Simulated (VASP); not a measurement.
# MgO (Cmcm) in VASP: further runs

MgO is run at these levels: LDA; tasks: single point.

Everything below comes from runs of VASP 6.6.1. Logs are shortened: lines on timing, memory, paths and dates and some standing lists are left out, and cuts for length are marked.

## (1) The cell of the first run

Symmetry: Cmcm, No. 63, orthorhombic system. Conventional cell: a = 3.434 Å, b = 6.039 Å, c = 4.178 Å, α = 90.00°, β = 90.00°, γ = 90.00°. Mg (site symmetry m2m) has 5 O at 1.99 to 2.09 Å within 2.6 Å. Within 2.6 Å of O (site symmetry m2m) lie 5 Mg at 1.99 to 2.09 Å.

## (2) Single point, LDA (strain -0.0150 x Voigt [1, 0, 0, 0, 0, 0])

The input, INCAR:

```
ALGO = Normal
EDIFF = 1E-6
ENCUT = 840
GGA_COMPAT = F
ISIF = 2
ISMEAR = 0
LASPH = T
LCHARG = F
LREAL = F
LWAVE = F
NBANDS = 24
NELM = 120
PREC = Accurate
SIGMA = 0.05
```

The input, KPOINTS:

```
k-points
0
Gamma
  6 6 6
```

The input, POSCAR:

```
MgO
1.0
    3.4340821948      0.0000000000      0.0000000000
   -1.7170410974      3.0192917963      0.0000000000
    0.0000000000      0.0000000000      4.1780412200
Mg O
2 2
Direct
    0.6666666667      0.3333333333      0.7500000000
    0.3333333333      0.6666666667      0.2500000000
    0.6666666667      0.3333333333      0.2500000000
    0.3333333333      0.6666666667      0.7500000000
```

Potentials or basis: VASP PAW LDA potentials, release 64 (Mg_sv, O).

On the command line:

```sh
$ cat potpaw_LDA.64/Mg_sv/POTCAR potpaw_LDA.64/O/POTCAR > POTCAR
$ mpirun -np 1 vasp_std > vasp.out
```

OUTCAR:

```text
EDIFF = 1E-6
   ENCUT = 840
   ISIF = 2
   ISMEAR = 0
   LASPH = T
   LREAL = F
   NELM = 120
   PREC = Accurate

 ion  position               nearest neighbor table
   1  0.667  0.333  0.750-   4 1.99   4 1.99   4 2.01   3 2.09   3 2.09
   2  0.333  0.667  0.250-   3 1.99   3 1.99   3 2.01   4 2.09   4 2.09
   3  0.667  0.333  0.250-   2 1.99   2 1.99   2 2.01   1 2.09   1 2.09
   4  0.333  0.667  0.750-   1 1.99   1 1.99   1 2.01   2 2.09   2 2.09

  LATTYP: Found a base centered orthorhombic cell.
 ALAT       =     3.4340821948
 B/A-ratio  =     1.7584272158
 C/A-ratio  =     1.2166398423

  Lattice vectors:

 A1 = (   1.7170410974,  -3.0192917963,   0.0000000000)
 A2 = (   1.7170410974,   3.0192917963,   0.0000000000)
 A3 = (   0.0000000000,   0.0000000000,   4.1780412200)

Analysis of symmetry for initial positions (statically):
=====================================================================
 Subroutine PRICEL returns:
 Original cell was already a primitive cell.

 Routine SETGRP: Setting up the symmetry group for a
 base centered orthorhombic supercell.

 Subroutine GETGRP returns: Found  8 space group operations
 (whereof  4 operations were pure point group operations)
 out of a pool of  8 trial point group operations.

The static configuration has the point symmetry C_2h.
 The point group associated with its full space group is D_2h.

Analysis of symmetry for dynamics (positions and initial velocities):
=====================================================================
 Subroutine PRICEL returns:
 Original cell was already a primitive cell.

 Routine SETGRP: Setting up the symmetry group for a
 base centered orthorhombic supercell.

 Subroutine GETGRP returns: Found  8 space group operations
 (whereof  4 operations were pure point group operations)
 out of a pool of  8 trial point group operations.

The dynamic configuration has the point symmetry C_2h.
 The point group associated with its full space group is D_2h.

 Subroutine INISYM returns: Found  8 space group operations
 (whereof  4 operations are pure point group operations),
 and found     1 'primitive' translations

----------------------------------------------------------------------------------------

                                     Primitive cell

  volume of cell :      43.3200

  direct lattice vectors                    reciprocal lattice vectors
     3.434082195  0.000000000  0.000000000     0.291198621  0.165601748  0.000000000
    -1.717041097  3.019291796  0.000000000     0.000000000  0.331203497  0.000000000
     0.000000000  0.000000000  4.178041220     0.000000000  0.000000000  0.239346609

  length of vectors
     3.434082195  3.473377763  4.178041220     0.334993397  0.331203497  0.239346609

  position of ions in fractional coordinates (direct lattice)
     0.666666667  0.333333333  0.750000000
     0.333333333  0.666666667  0.250000000
     0.666666667  0.333333333  0.250000000
     0.333333333  0.666666667  0.750000000

  ion indices of the primitive-cell ions
   primitive index   ion index
                 1           1
                 2           2
                 3           3
                 4           4

----------------------------------------------------------------------------------------

 KPOINTS: k-points

Automatic generation of k-mesh.
 Grid dimensions read from file:
 generate k-points for:    6    6    6

 Generating k-lattice:

  Cartesian coordinates                     Fractional coordinates (reciprocal lattice)
     0.048533104  0.027600291  0.000000000     0.166666667 -0.000000000  0.000000000
     0.000000000  0.055200583  0.000000000     0.000000000  0.166666667  0.000000000
     0.000000000  0.000000000  0.039891102     0.000000000  0.000000000  0.166666667

  Length of vectors
     0.055832233  0.055200583  0.039891102

  Shift w.r.t. Gamma in fractional coordinates (k-lattice)
     0.000000000  0.000000000  0.000000000

 Subroutine IBZKPT returns following result:
 ===========================================

 Found     52 irreducible k-points:

 Following reciprocal coordinates:
            Coordinates               Weight
  0.000000  0.000000  0.000000      1.000000
  0.166667  0.000000  0.000000      4.000000
  0.333333 -0.000000  0.000000      4.000000
  0.500000 -0.000000  0.000000      2.000000
  0.000000  0.166667  0.000000      2.000000
  0.166667  0.166667  0.000000      4.000000
[... 16 lines left out ...]
  0.000000  0.333333  0.166667      4.000000
  0.166667  0.333333  0.166667      8.000000
 [... further k-points ...]
   k-points           NKPTS =     52   k-points in BZ     NKDIM =     52   number of bands    NBANDS=     24
   number of dos      NEDOS =    301   number of ions     NIONS =      4
   total plane-waves  NPLWV =  46080
   dimension x,y,z NGX =    32 NGY =   36 NGZ =   40
   dimension x,y,z NGXF=    64 NGYF=   72 NGZF=   80
   ions per type =               2   2
   NGX,Y,Z   is equivalent  to a cutoff of  15.49, 17.23, 15.92 a.u.
   NGXF,Y,Z  is equivalent  to a cutoff of  30.98, 34.46, 31.83 a.u.
 SYSTEM =  unknown system
   PREC   = accura    normal or accurate (medium, high low for compatibility)
   ISTART =      0    job   : 0-new  1-cont  2-samecut
   ICHARG =      2    charge: 1-file 2-atom 10-const
   ISPIN  =      1    spin polarized calculation?
   LNONCOLLINEAR =      F non collinear calculations
   LSORBIT =      F    spin-orbit coupling
   LASPH  =      T    aspherical Exc in radial PAW
   ENCUT  =  840.0 eV  61.74 Ry    7.86 a.u.   8.12  8.21  9.87*2*pi/ulx,y,z
   NELM   =    120;   NELMIN=  2; NELMDL= -5     # of ELM steps
   EDIFF  = 0.1E-05   stopping-criterion for ELM
   LREAL  =      F    real-space projection
   EDIFFG = 0.1E-04   stopping-criterion for IOM
   NSW    =      0    number of steps for IOM
   IBRION =     -1    ionic relax: 0-MD 1-quasi-New 2-CG
   NFREE  =      0    steps in history (QN), initial steepest desc. (CG)
   ISIF   =      2    stress and relaxation
   ISYM   =      2    0-nonsym 1-usesym 2-fastsym
   POTIM  = 0.5000    time-step for ionic-motion
   TEBEG  =    0.0;   TEEND  =   0.0 temperature during run
   PSTRESS=    0.0 pullay stress
   NELECT =      32.0000    total number of electrons
   NUPDOWN=      -1.0000    fix difference up-down
   EMIN   =  10.00;   EMAX   =-10.00  energy-range for DOS
   EFERMI =   0.00;   METHOD = LEGACY
   ISMEAR =     0;   SIGMA  =   0.05  broadening in eV -4-tet -1-fermi 0-gaus
   EFERMI_NEDOS =   21; number of points for ismear=-14 and -15
   IALGO  =     38    algorithm
   IMIX   =      4    mixing-type and parameters
     AMIX     =   0.40;   BMIX     =  1.00
     AMIX_MAG =   1.60;   BMIX_MAG =  1.00
  volume/ion in A,a.u.               =      10.83        73.08
  Fermi-wavevector in a.u.,A,eV,Ry     =   1.479887  2.796582 29.797665  2.190067
  Thomas-Fermi vector in A             =   2.593990
   LORBIT       =      0    0 simple, 1 ext, 2 COOP (PROOUT), +10 PAW based schemes
   GGA     = CA    functional components
   LHFCALC =     F    Hartree Fock is set to
   AEXX    =    0.0000 exact exchange contribution
   IVDW    =     0    specifies the selected vdW correction
   LEPSILON=     F    determine dielectric tensor
   LRPA    =     F    only Hartree local field effects (RPA)
 non-spin polarized calculation
 Gauss-broadening in eV      SIGMA  =   0.05
  energy-cutoff  :      840.00
  volume of cell :       43.32
 maximum number of plane-waves:      2428
   NGX = 17   NGY = 17   NGZ = 19

 number of electron      32.0000007 magnetization

 Free energy of the ion-electron system (eV)
  ---------------------------------------------------
  ext. energy  EPLUGINS =         0.00000000
  ---------------------------------------------------
  free energy    TOTEN  =       -26.14557190 eV

  energy without entropy =      -26.14557190  energy(sigma->0) =      -26.14557190

 E-fermi :   1.7796     XC(G=0): -10.9650

 val. band max:        1.5327717448   @ k =   0.0000   0.0000   0.0000
 cond. band min:       4.9425288998   @ k =   0.0000   0.0000   0.0000
 fundamental gap:      3.4097571550
 Fermi energy:         1.7796131175

 k-point     1 :       0.0000    0.0000    0.0000
  band No.  band energies     occupation
      1     -69.7277      2.00000
      2     -69.7130      2.00000
      3     -37.2626      2.00000
      4     -37.2370      2.00000
      5     -37.2352      2.00000
      6     -37.2070      2.00000
[... 16 lines left out ...]
     23      16.9454      0.00000
     24      17.0584      0.00000

 k-point     2 :       0.1667    0.0000    0.0000
  band No.  band energies     occupation
      1     -69.7266      2.00000
      2     -69.7137      2.00000
      3     -37.2572      2.00000
      4     -37.2407      2.00000
      5     -37.2381      2.00000
      6     -37.2128      2.00000
[... 16 lines left out ...]
     23      16.0740      0.00000
     24      16.2066      0.00000

 k-point     3 :       0.3333   -0.0000    0.0000
  band No.  band energies     occupation
      1     -69.7239      2.00000
      2     -69.7157      2.00000
      3     -37.2484      2.00000
      4     -37.2434      2.00000
      5     -37.2433      2.00000
      6     -37.2246      2.00000
[... 16 lines left out ...]
     23      15.5096      0.00000
     24      16.0521      0.00000
[... 514 lines left out ...]
 k-point    23 :       0.0000    0.3333    0.1667
  band No.  band energies     occupation
      1     -69.7235      2.00000
      2     -69.7160      2.00000
      3     -37.2594      2.00000
      4     -37.2414      2.00000
      5     -37.2335      2.00000
      6     -37.2260      2.00000
[... 16 lines left out ...]
     23      15.7495      0.00000
     24      15.8446      0.00000

 k-point    24 :       0.1667    0.3333    0.1667
  band No.  band energies     occupation
      1     -69.7218      2.00000
      2     -69.7173      2.00000
      3     -37.2579      2.00000
      4     -37.2477      2.00000
      5     -37.2408      2.00000
      6     -37.2181      2.00000
[... 16 lines left out ...]
     23      15.6000      0.00000
     24      16.8920      0.00000

 [... further k-points ...]

------------------------ aborting loop because EDIFF is reached ----------------------------------------

  FORCE on cell =-STRESS in cart. coord.  units (eV):
  Direction    XX          YY          ZZ          XY          YZ          ZX
  --------------------------------------------------------------------------------------
  -------------------------------------------------------------------------------------
  Total        0.0812489     -0.6565374     -0.6904271      0.0000000      0.0000000      0.0000000
  in kB        3.0049643    -24.2818377    -25.5352400      0.0000000      0.0000000      0.0000000
  external PRESSURE =     -15.6040378 kB  Pullay stress =       0.0000000 kB

 VOLUME and BASIS-vectors are now :
 -----------------------------------------------------------------------------
  energy-cutoff  :      840.00
  volume of cell :       43.32
      direct lattice vectors                 reciprocal lattice vectors
     3.434082195  0.000000000  0.000000000     0.291198621  0.165601748  0.000000000
    -1.717041097  3.019291796  0.000000000     0.000000000  0.331203497  0.000000000
     0.000000000  0.000000000  4.178041220     0.000000000  0.000000000  0.239346609

 POSITION                                       TOTAL-FORCE (eV/Angst)
 -----------------------------------------------------------------------------------
      1.71704      1.00643      3.13353         0.000000     -0.120665      0.000000
     -0.00000      2.01286      1.04451         0.000000      0.120665      0.000000
      1.71704      1.00643      1.04451        -0.000000     -0.135633     -0.000000
     -0.00000      2.01286      3.13353         0.000000      0.135633      0.000000
 -----------------------------------------------------------------------------------
    total drift:                                0.000000     -0.000000      0.000000

  FREE ENERGIE OF THE ION-ELECTRON SYSTEM (eV)
  ---------------------------------------------------
  free  energy   TOTEN  =       -26.1455718967 eV

  energy  without entropy=      -26.1455718967  energy(sigma->0) =      -26.14557190
```

It took 37 s on 1 thread of AMD EPYC 9R45 (Zen 5), shared host; peak memory 0.19 GiB.

What came out:

| Quantity | Value |
| --- | --- |
| Free energy | -26.1456 eV |
| Pressure | -1.6 GPa |
| Largest force | 0.136 eV/Å |
| Band gap on the k mesh | 3.41 eV |

Forces in eV/Å, atoms in the order of the input:
```
Mg   0.000 -0.121  0.000
Mg   0.000  0.121  0.000
O    0.000 -0.136  0.000
O    0.000  0.136  0.000
```

Stress tensor (GPa, compression positive):
```
 0.30  0.00  0.00
 0.00 -2.43  0.00
 0.00  0.00 -2.55
```

Levels at points of the mesh, in eV from the valence-band top:
| k point | band 12 | band 13 | band 14 | band 15 | band 16 | band 17 | band 18 | band 19 | band 20 | band 21 |
| --- | --- | --- | --- | --- | --- | --- | --- | --- | --- | --- |
| (0.00, 0.00, 0.00) | -1.80 | -1.76 | -0.87 | -0.83 | 0.00 | 3.41 | 9.34 | 12.11 | 12.29 | 12.54 |
| (0.50, 0.00, 0.00) | -2.43 | -2.42 | -2.05 | -1.36 | -0.57 | 6.86 | 9.05 | 9.65 | 12.05 | 12.71 |
| (0.00, 0.50, 0.00) | -2.48 | -2.35 | -2.06 | -1.33 | -0.54 | 6.91 | 9.08 | 9.64 | 12.02 | 12.93 |
| (0.00, 0.00, 0.50) | -2.49 | -1.36 | -1.36 | -1.32 | -1.32 | 6.41 | 6.41 | 12.65 | 12.65 | 12.89 |
| (0.50, 0.00, 0.50) | -4.00 | -1.61 | -1.61 | -0.87 | -0.87 | 7.18 | 7.18 | 11.95 | 11.95 | 13.92 |
| (0.00, 0.50, 0.50) | -4.02 | -1.55 | -1.55 | -0.87 | -0.87 | 7.21 | 7.21 | 11.89 | 11.89 | 14.09 |

Caveat: the cell differs from its parent crystal (strain -0.0150 x Voigt [1, 0, 0, 0, 0, 0]).

## (3) Single point, LDA (strain +0.0100 x Voigt [1, 0, 0, 0, 0, 0])

The input, INCAR:

```
SYSTEM = MgO
ALGO = Normal
EDIFF = 1E-6
ENCUT = 840
GGA_COMPAT = .FALSE.
ISIF = 2
ISMEAR = 0
LASPH = .TRUE.
LCHARG = .FALSE.
LREAL = .FALSE.
LWAVE = .FALSE.
NBANDS = 24
NELM = 120
PREC = Accurate
SIGMA = 0.05
```

The input, KPOINTS:

```
k-points
0
G
  6 6 6
  0 0 0
```

Changes to POSCAR since step 2:

```diff
@@ -2,4 +2,4 @@
 1.0
-    3.4340821948      0.0000000000      0.0000000000
-   -1.7170410974      3.0192917963      0.0000000000
+    3.5212416413      0.0000000000      0.0000000000
+   -1.7606208207      3.0192917963      0.0000000000
     0.0000000000      0.0000000000      4.1780412200
```

Potentials or basis: VASP PAW LDA potentials, release 64 (Mg_sv, O).

On the command line:

```sh
$ cat potpaw_LDA.64/Mg_sv/POTCAR potpaw_LDA.64/O/POTCAR > POTCAR
$ mpirun -np 1 vasp_std > vasp.out
```

Run time: 48 s. Hardware: 1 thread of Intel Xeon Platinum 8488C (Sapphire Rapids), shared host; peak memory 0.23 GiB.

It converged, with:

```
Free energy            : -26.1292 eV
Pressure               : -4.7 GPa
Largest force          : 0.080 eV/Å
Band gap on the k mesh : 3.30 eV
```

Forces on the atoms (eV/Å):
```
Mg   0.000  0.070  0.000
Mg   0.000 -0.070  0.000
O    0.000  0.080  0.000
O    0.000 -0.080  0.000
```

Stress tensor (GPa, compression positive):
```
-5.73  0.00  0.00
 0.00 -4.07  0.00
 0.00  0.00 -4.40
```

Levels at points of the mesh, in eV from the valence-band top:
| k point | band 14 | band 15 | band 16 | band 17 | band 18 | band 19 |
| --- | --- | --- | --- | --- | --- | --- |
| (0.00, 0.00, 0.00) | -0.80 | -0.78 | 0.00 | 3.30 | 9.20 | 12.04 |
| (0.50, 0.00, 0.00) | -1.95 | -1.29 | -0.49 | 6.80 | 8.85 | 9.68 |
| (0.00, 0.50, 0.00) | -1.95 | -1.31 | -0.51 | 6.77 | 8.84 | 9.69 |
| (0.00, 0.00, 0.50) | -1.29 | -1.27 | -1.27 | 6.30 | 6.30 | 12.46 |
| (0.50, 0.00, 0.50) | -1.52 | -0.81 | -0.81 | 7.13 | 7.13 | 11.67 |
| (0.00, 0.50, 0.50) | -1.56 | -0.81 | -0.81 | 7.11 | 7.11 | 11.72 |

Caveat: the cell differs from its parent crystal (strain +0.0100 x Voigt [1, 0, 0, 0, 0, 0]); the cell stands under tension.
